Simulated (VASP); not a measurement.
# MgZr2N (P-3m1) in VASP: further runs

Runs on MgZr2N. Level: PBE. Tasks: single point.

All numbers are computed with VASP 6.6.1; they aren't measurements. Logs are shortened: lines on timing, memory, paths and dates and some standing lists are left out, and cuts for length are marked.

## (1) The cell of the first run

Symmetry: P-3m1, No. 164, trigonal system. Conventional cell: a = 3.253 Å, b = 3.253 Å, c = 7.847 Å, α = 90.00°, β = 90.00°, γ = 120.00°. Mg (site symmetry -3m) has 6 Mg at 3.25 Å and 6 Zr at 3.26 Å and 2 N at 3.92 Å within 4.3 Å. Within 3.0 Å of Zr (site symmetry 3m) lie 3 N at 2.26 Å. N (site symmetry -3m) has 6 Zr at 2.26 Å within 3.0 Å.

The cell was built from a structure type or drawn by symmetry, and may not be a known phase.

## (2) Single point, PBE

Contents of INCAR:

```
  ALGO = Normal
  EDIFF = 1E-6
  ENCUT = 520
  GGA = PE
  ISIF = 2
  ISMEAR = 0
  LASPH = True
  LCHARG = True
  LELF = True
  LREAL = False
  LVHAR = True
  LWAVE = False
  NBANDS = 24
  NELM = 100
  PREC = Accurate
  SIGMA = 0.1
```

Contents of KPOINTS:

```
k-points
0
Gamma
  6 6 2
```

Contents of POSCAR:

```
MgZr2N
1.0
    3.2533592000      0.0000000000      0.0000000000
   -1.6266796000      2.8174917000      0.0000000000
    0.0000000000      0.0000000000      7.8473588000
Mg Zr N
1 2 1
Direct
    0.0000000000      0.0000000000      0.5000000000
    0.3333333000      0.6666667000      0.1602490000
    0.6666667000      0.3333333000      0.8397510000
    0.0000000000      0.0000000000      0.0000000000
```

Potentials or basis: VASP PAW PBE potentials, release 64 (Mg, Zr_sv, N).

Started as:

```bash
$ cat potpaw_PBE.64/Mg/POTCAR potpaw_PBE.64/Zr_sv/POTCAR potpaw_PBE.64/N/POTCAR > POTCAR
$ mpirun -np 1 vasp_std > vasp.out
```

OUTCAR:

```text
EDIFF = 1E-6
   ENCUT = 520
   GGA = PE
   ISIF = 2
   ISMEAR = 0
   LASPH = True
   LREAL = False
   NELM = 100
   PREC = Accurate

 ion  position               nearest neighbor table
   1  0.000  0.000  0.500-   2 3.26   3 3.26   2 3.26   3 3.26   3 3.26   2 3.26
   2  0.333  0.667  0.160-   4 2.26   4 2.26   4 2.26   3 3.14   3 3.14   3 3.14   1 3.26   1 3.26
                             1 3.26
   3  0.667  0.333  0.840-   4 2.26   4 2.26   4 2.26   2 3.14   2 3.14   2 3.14   1 3.26   1 3.26
                             1 3.26
   4  0.000  0.000  0.000-   2 2.26   3 2.26   2 2.26   3 2.26   3 2.26   2 2.26

  LATTYP: Found a hexagonal cell.
 ALAT       =     3.2533592000
 C/A-ratio  =     2.4120788138

  Lattice vectors:

 A1 = (   3.2533592000,   0.0000000000,   0.0000000000)
 A2 = (  -1.6266796000,   2.8174917000,   0.0000000000)
 A3 = (   0.0000000000,   0.0000000000,   7.8473588000)

Analysis of symmetry for initial positions (statically):
=====================================================================
 Subroutine PRICEL returns:
 Original cell was already a primitive cell.

 Routine SETGRP: Setting up the symmetry group for a
 hexagonal supercell.

 Subroutine GETGRP returns: Found 12 space group operations
 (whereof 12 operations were pure point group operations)
 out of a pool of 24 trial point group operations.

The static configuration has the point symmetry D_3d.

Analysis of symmetry for dynamics (positions and initial velocities):
=====================================================================
 Subroutine PRICEL returns:
 Original cell was already a primitive cell.

 Routine SETGRP: Setting up the symmetry group for a
 hexagonal supercell.

 Subroutine GETGRP returns: Found 12 space group operations
 (whereof 12 operations were pure point group operations)
 out of a pool of 24 trial point group operations.

The dynamic configuration has the point symmetry D_3d.

 Subroutine INISYM returns: Found 12 space group operations
 (whereof 12 operations are pure point group operations),
 and found     1 'primitive' translations

----------------------------------------------------------------------------------------

                                     Primitive cell

  volume of cell :      71.9313

  direct lattice vectors                    reciprocal lattice vectors
     3.253359200  0.000000000  0.000000000     0.307374605  0.177462812  0.000000000
    -1.626679600  2.817491700  0.000000000     0.000000000  0.354925624  0.000000000
     0.000000000  0.000000000  7.847358800     0.000000000  0.000000000  0.127431410

  length of vectors
     3.253359200  3.253359187  7.847358800     0.354925623  0.354925624  0.127431410

  position of ions in fractional coordinates (direct lattice)
     0.000000000  0.000000000  0.500000000
     0.333333300  0.666666700  0.160249000
     0.666666700  0.333333300  0.839751000
     0.000000000  0.000000000  0.000000000

  ion indices of the primitive-cell ions
   primitive index   ion index
                 1           1
                 2           2
                 3           3
                 4           4

----------------------------------------------------------------------------------------

 KPOINTS: k-points

Automatic generation of k-mesh.
 Grid dimensions read from file:
 generate k-points for:    6    6    2

 Generating k-lattice:

  Cartesian coordinates                     Fractional coordinates (reciprocal lattice)
     0.051229101  0.029577135  0.000000000     0.166666667 -0.000000000  0.000000000
     0.000000000  0.059154271  0.000000000     0.000000000  0.166666667  0.000000000
     0.000000000  0.000000000  0.063715705     0.000000000  0.000000000  0.500000000

  Length of vectors
     0.059154270  0.059154271  0.063715705

  Shift w.r.t. Gamma in fractional coordinates (k-lattice)
     0.000000000  0.000000000  0.000000000

 Subroutine IBZKPT returns following result:
 ===========================================

 Found     14 irreducible k-points:

 Following reciprocal coordinates:
            Coordinates               Weight
  0.000000  0.000000  0.000000      1.000000
  0.166667  0.000000  0.000000      6.000000
  0.333333  0.000000  0.000000      6.000000
  0.500000  0.000000  0.000000      3.000000
  0.166667  0.166667  0.000000      6.000000
  0.333333  0.166667  0.000000     12.000000
  0.333333  0.333333  0.000000      2.000000
  0.000000  0.000000  0.500000      1.000000
  0.166667  0.000000  0.500000      6.000000
  0.333333  0.000000  0.500000      6.000000
  0.500000  0.000000  0.500000      3.000000
  0.166667  0.166667  0.500000      6.000000
  0.333333  0.166667  0.500000     12.000000
  0.333333  0.333333  0.500000      2.000000
   k-points           NKPTS =     14   k-points in BZ     NKDIM =     14   number of bands    NBANDS=     24
   number of dos      NEDOS =    301   number of ions     NIONS =      4
   total plane-waves  NPLWV =  34560
   dimension x,y,z NGX =    24 NGY =   24 NGZ =   60
   dimension x,y,z NGXF=    48 NGYF=   48 NGZF=  120
   ions per type =               1   2   1
   NGX,Y,Z   is equivalent  to a cutoff of  12.26, 12.26, 12.71 a.u.
   NGXF,Y,Z  is equivalent  to a cutoff of  24.53, 24.53, 25.42 a.u.
 SYSTEM =  unknown system
   PREC   = accura    normal or accurate (medium, high low for compatibility)
   ISTART =      0    job   : 0-new  1-cont  2-samecut
   ICHARG =      2    charge: 1-file 2-atom 10-const
   ISPIN  =      1    spin polarized calculation?
   LNONCOLLINEAR =      F non collinear calculations
   LSORBIT =      F    spin-orbit coupling
   LASPH  =      T    aspherical Exc in radial PAW
   ENCUT  =  520.0 eV  38.22 Ry    6.18 a.u.   6.05  6.05 14.59*2*pi/ulx,y,z
   NELM   =    100;   NELMIN=  2; NELMDL= -5     # of ELM steps
   EDIFF  = 0.1E-05   stopping-criterion for ELM
   LREAL  =      F    real-space projection
   EDIFFG = 0.1E-04   stopping-criterion for IOM
   NSW    =      0    number of steps for IOM
   IBRION =     -1    ionic relax: 0-MD 1-quasi-New 2-CG
   NFREE  =      0    steps in history (QN), initial steepest desc. (CG)
   ISIF   =      2    stress and relaxation
   ISYM   =      2    0-nonsym 1-usesym 2-fastsym
   POTIM  = 0.5000    time-step for ionic-motion
   TEBEG  =    0.0;   TEEND  =   0.0 temperature during run
   PSTRESS=    0.0 pullay stress
   NELECT =      31.0000    total number of electrons
   NUPDOWN=      -1.0000    fix difference up-down
   EMIN   =  10.00;   EMAX   =-10.00  energy-range for DOS
   EFERMI =   0.00;   METHOD = LEGACY
   ISMEAR =     0;   SIGMA  =   0.10  broadening in eV -4-tet -1-fermi 0-gaus
   EFERMI_NEDOS =   21; number of points for ismear=-14 and -15
   IALGO  =     38    algorithm
   IMIX   =      4    mixing-type and parameters
     AMIX     =   0.40;   BMIX     =  1.00
     AMIX_MAG =   1.60;   BMIX_MAG =  1.00
  volume/ion in A,a.u.               =      17.98       121.35
  Fermi-wavevector in a.u.,A,eV,Ry     =   1.236581  2.336800 20.805121  1.529133
  Thomas-Fermi vector in A             =   2.371184
   LORBIT       =      0    0 simple, 1 ext, 2 COOP (PROOUT), +10 PAW based schemes
   GGA     = PE    functional components
   LHFCALC =     F    Hartree Fock is set to
   AEXX    =    0.0000 exact exchange contribution
   IVDW    =     0    specifies the selected vdW correction
   LEPSILON=     F    determine dielectric tensor
   LRPA    =     F    only Hartree local field effects (RPA)
 non-spin polarized calculation
 Gauss-broadening in eV      SIGMA  =   0.10
  energy-cutoff  :      520.00
  volume of cell :       71.93
 maximum number of plane-waves:      1956
   NGX = 13   NGY = 13   NGZ = 29

 number of electron      31.0000001 magnetization

 Free energy of the ion-electron system (eV)
  ---------------------------------------------------
  ext. energy  EPLUGINS =         0.00000000
  ---------------------------------------------------
  free energy    TOTEN  =       -30.34340075 eV

  energy without entropy =      -30.32617215  energy(sigma->0) =      -30.33478645

 E-fermi :   7.5455     XC(G=0): -10.6241

 val. band max:        7.5131228431   @ k =   0.3333   0.1667   0.0000
 cond. band min:       7.5915348847   @ k =   0.5000   0.0000   0.5000
 fundamental gap:      0.0784120416
 Fermi energy:         7.5454538578

 k-point     1 :       0.0000    0.0000    0.0000
  band No.  band energies     occupation
      1     -41.5640      2.00000
      2     -41.4605      2.00000
      3     -20.1396      2.00000
      4     -19.3949      2.00000
      5     -19.2470      2.00000
      6     -19.2470      2.00000
[... 16 lines left out ...]
     23      10.3195      0.00000
     24      13.1143      0.00000

 k-point     2 :       0.1667    0.0000    0.0000
  band No.  band energies     occupation
      1     -41.5369      2.00000
      2     -41.4457      2.00000
      3     -20.0897      2.00000
      4     -19.5028      2.00000
      5     -19.3552      2.00000
      6     -19.3242      2.00000
[... 16 lines left out ...]
     23      11.6563      0.00000
     24      12.4662      0.00000

 k-point     3 :       0.3333    0.0000    0.0000
  band No.  band energies     occupation
      1     -41.4786      2.00000
      2     -41.4194      2.00000
      3     -20.0598      2.00000
      4     -19.8475      2.00000
      5     -19.5703      2.00000
      6     -19.4198      2.00000
[... 16 lines left out ...]
     23      12.1049      0.00000
     24      12.6181      0.00000
[... 244 lines left out ...]
 k-point    13 :       0.3333    0.1667    0.5000
  band No.  band energies     occupation
      1     -41.4446      2.00000
      2     -41.4108      2.00000
      3     -20.0692      2.00000
      4     -19.9026      2.00000
      5     -19.6475      2.00000
      6     -19.5344      2.00000
[... 16 lines left out ...]
     23      12.3735      0.00000
     24      12.7247      0.00000

 k-point    14 :       0.3333    0.3333    0.5000
  band No.  band energies     occupation
      1     -41.4170      2.00000
      2     -41.4170      2.00000
      3     -19.9576      2.00000
      4     -19.8463      2.00000
      5     -19.8463      2.00000
      6     -19.6092      2.00000
[... 16 lines left out ...]
     23      12.3794      0.00000
     24      12.4974      0.00000

------------------------ aborting loop because EDIFF is reached ----------------------------------------

  FORCE on cell =-STRESS in cart. coord.  units (eV):
  Direction    XX          YY          ZZ          XY          YZ          ZX
  --------------------------------------------------------------------------------------
  -------------------------------------------------------------------------------------
  Total        0.1104100      0.1104100      0.0372380      0.0000000     -0.0000000      0.0000000
  in kB        2.4592402      2.4592401      0.8294289      0.0000000     -0.0000000      0.0000000
  external PRESSURE =       1.9159697 kB  Pullay stress =       0.0000000 kB

 VOLUME and BASIS-vectors are now :
 -----------------------------------------------------------------------------
  energy-cutoff  :      520.00
  volume of cell :       71.93
      direct lattice vectors                 reciprocal lattice vectors
     3.253359200  0.000000000  0.000000000     0.307374605  0.177462812  0.000000000
    -1.626679600  2.817491700  0.000000000     0.000000000  0.354925624  0.000000000
     0.000000000  0.000000000  7.847358800     0.000000000  0.000000000  0.127431410

 POSITION                                       TOTAL-FORCE (eV/Angst)
 -----------------------------------------------------------------------------------
      0.00000      0.00000      3.92368        -0.000000      0.000000      0.000000
     -0.00000      1.87833      1.25753         0.000000      0.000000      0.042767
      1.62668      0.93916      6.58983        -0.000000      0.000000     -0.042767
      0.00000      0.00000      0.00000        -0.000000      0.000000      0.000000
 -----------------------------------------------------------------------------------
    total drift:                                0.000000     -0.000000      0.000000

  FREE ENERGIE OF THE ION-ELECTRON SYSTEM (eV)
  ---------------------------------------------------
  free  energy   TOTEN  =       -30.3434007507 eV

  energy  without entropy=      -30.3261721475  energy(sigma->0) =      -30.33478645
```

Wall time 30 s (1 thread of Intel Xeon 8259CL, shared host); peak memory 0.19 GiB.

Results:

- Free energy: -30.3434 eV
- Pressure: 0.2 GPa
- Largest force: 0.043 eV/Å
- Band gap on the k mesh: zero (an odd number of electrons rules out a gap without spin polarisation)

Forces in eV/Å, atoms in the order of the input:
```
Mg   0.000  0.000  0.000
Zr   0.000  0.000  0.043
Zr   0.000  0.000 -0.043
N    0.000  0.000  0.000
```

Stress tensor (GPa, compression positive):
```
0.25 0.00 0.00
0.00 0.25 0.00
0.00 0.00 0.08
```

Levels at points of the mesh, in eV from the Fermi level:
```
           k point  band 13  band 14  band 15  band 16  band 17  band 18
(0.00, 0.00, 0.00)    -4.76    -1.58    -0.74     0.54     0.54     1.78
(0.50, 0.00, 0.00)    -2.53    -1.48    -1.40     0.27     0.78     1.66
(0.00, 0.00, 0.50)    -4.76    -2.55    -0.10     0.53     0.53     1.71
(0.50, 0.00, 0.50)    -2.42    -1.52    -1.48     0.05     1.00     1.78
```

Caveat: the k points lie up to 0.40 Å⁻¹ apart, too coarse for converged energies and pressures of a metal.

## (3) Single point, PBE, collinear spin

Contents of INCAR:

```
SYSTEM = MgZr2N
ALGO = Normal
EDIFF = 1E-7
ENCUT = 520
GGA = PE
ISIF = 2
ISMEAR = 0
ISPIN = 2
LASPH = .True.
LCHARG = .False.
LMAXMIX = 4
LORBIT = 11
LREAL = .False.
LWAVE = .False.
MAGMOM = 0 1 1 0
NBANDS = 28
NELM = 150
PREC = Accurate
SIGMA = 0.1
```

Contents of KPOINTS:

```
k-points
0
Gamma
  6 6 2
  0 0 0
```

POSCAR is that of step 2.

Potentials or basis: VASP PAW PBE potentials, release 64 (Mg, Zr_sv, N).

Started as:

```bash
$ cat potpaw_PBE.64/Mg/POTCAR potpaw_PBE.64/Zr_sv/POTCAR potpaw_PBE.64/N/POTCAR > POTCAR
$ mpirun -np 1 vasp_std > vasp.out
```

It took 1.7 min on 1 thread of Intel Xeon 8259CL, shared host; peak memory 0.23 GiB.

The run converged. Its results:

| Quantity | Value |
| --- | --- |
| Free energy | -30.3434 eV |
| Pressure | 0.2 GPa |
| Largest force | 0.042 eV/Å |
| Net moment | 0.00 μB per cell |
| Valence electrons inside the program's atomic spheres | Mg 0.36; Zr 9.83; N 3.70 |

Forces on the atoms (eV/Å):
```
Mg   0.000  0.000  0.000
Zr   0.000  0.000  0.042
Zr   0.000  0.000 -0.042
N    0.000  0.000  0.000
```

Stress tensor (GPa, compression positive):
```
0.25 0.00 0.00
0.00 0.25 0.00
0.00 0.00 0.08
```

Levels at points of the mesh, in eV from the Fermi level:
Spin up:
| k point | band 13 | band 14 | band 15 | band 16 | band 17 | band 18 |
| --- | --- | --- | --- | --- | --- | --- |
| (0.00, 0.00, 0.00) | -4.76 | -1.58 | -0.74 | 0.54 | 0.54 | 1.78 |
| (0.50, 0.00, 0.00) | -2.53 | -1.48 | -1.40 | 0.27 | 0.78 | 1.66 |
| (0.00, 0.00, 0.50) | -4.76 | -2.55 | -0.10 | 0.53 | 0.53 | 1.71 |
| (0.50, 0.00, 0.50) | -2.42 | -1.52 | -1.48 | 0.05 | 1.00 | 1.78 |
Spin down:
| k point | band 13 | band 14 | band 15 | band 16 | band 17 | band 18 |
| --- | --- | --- | --- | --- | --- | --- |
| (0.00, 0.00, 0.00) | -4.76 | -1.58 | -0.74 | 0.54 | 0.54 | 1.78 |
| (0.50, 0.00, 0.00) | -2.53 | -1.48 | -1.40 | 0.27 | 0.78 | 1.66 |
| (0.00, 0.00, 0.50) | -4.76 | -2.55 | -0.10 | 0.53 | 0.53 | 1.71 |
| (0.50, 0.00, 0.50) | -2.42 | -1.52 | -1.48 | 0.05 | 1.00 | 1.78 |

Caveat: the k points lie up to 0.40 Å⁻¹ apart.

## (4) Single point, PBE

Contents of INCAR:

```
PREC = Accurate
ENCUT = 520
EDIFF = 1E-6
ISMEAR = 0
SIGMA = 0.1
LREAL = False
LASPH = True
NELM = 100
ALGO = Normal
ISIF = 2
LWAVE = False
LCHARG = False
GGA = PE
NBANDS = 24
```

Contents of KPOINTS:

```
regular mesh
0
Gamma
  18 18 6
```

Contents of POSCAR:

```
MgZr2N
1.0
    3.2533591914      0.0000000000      0.0000000000
   -1.6266795957      2.8174917074      0.0000000000
    0.0000000000      0.0000000000      7.8473588000
Mg Zr N
1 2 1
Direct
    0.0000000000      0.0000000000      0.5000000000
    0.3333333333      0.6666666667      0.1602490000
    0.6666666667      0.3333333333      0.8397510000
    0.0000000000      0.0000000000      0.0000000000
```

Started as:

```bash
$ cat potpaw_PBE.64/Mg/POTCAR potpaw_PBE.64/Zr_sv/POTCAR potpaw_PBE.64/N/POTCAR > POTCAR
$ mpirun -np 1 vasp_std > vasp.out
```

Wall time 5.7 min (1 thread of Intel Xeon 8259CL, shared host); peak memory 0.44 GiB.

The run converged. Its results:

```yaml
Free_energy: -30.3489 eV
Pressure: 0.0 GPa
Largest_force: 0.030 eV/Å
Band_gap_on_the_k_mesh: zero (an odd number of electrons rules out a gap without spin polarisation)
```

Forces on the atoms (eV/Å):
```
Mg   0.000  0.000  0.000
Zr   0.000  0.000  0.030
Zr   0.000  0.000 -0.030
N    0.000  0.000  0.000
```

Levels at points of the mesh, in eV from the Fermi level:
| k point | band 12 | band 13 | band 14 | band 15 | band 16 | band 17 | band 18 | band 19 |
| --- | --- | --- | --- | --- | --- | --- | --- | --- |
| (0.00, 0.00, 0.00) | -4.75 | -4.75 | -1.57 | -0.74 | 0.54 | 0.54 | 1.79 | 2.24 |
| (0.50, 0.00, 0.00) | -4.70 | -2.52 | -1.47 | -1.40 | 0.27 | 0.78 | 1.66 | 3.12 |
| (0.00, 0.00, 0.50) | -4.75 | -4.75 | -2.55 | -0.09 | 0.54 | 0.54 | 1.71 | 2.26 |
| (0.50, 0.00, 0.50) | -4.69 | -2.42 | -1.52 | -1.47 | 0.05 | 1.00 | 1.79 | 2.98 |

## (5) Overview

| spin | k mesh | gap on the mesh (eV) | pressure (GPa) | largest force (eV/Å) |
| --- | --- | --- | --- | --- |
| off | 6 × 6 × 2 | none | 0.2 | 0.04 |
| collinear | 6 × 6 × 2 | none | 0.2 | 0.04 |
| off | 18 × 18 × 6 | none | 0.0 | 0.03 |

Alike in all rows: task single point; level PBE; potentials or basis VASP PAW PBE potentials, release 64 (Mg, Zr_sv, N); cell as given; cutoff (eV) 520; smearing gaussian 0.1 eV.

Caveats: some runs use coarse meshes.

Total energies depend on the potentials used, so only differences within one code and one set of settings carry meaning.
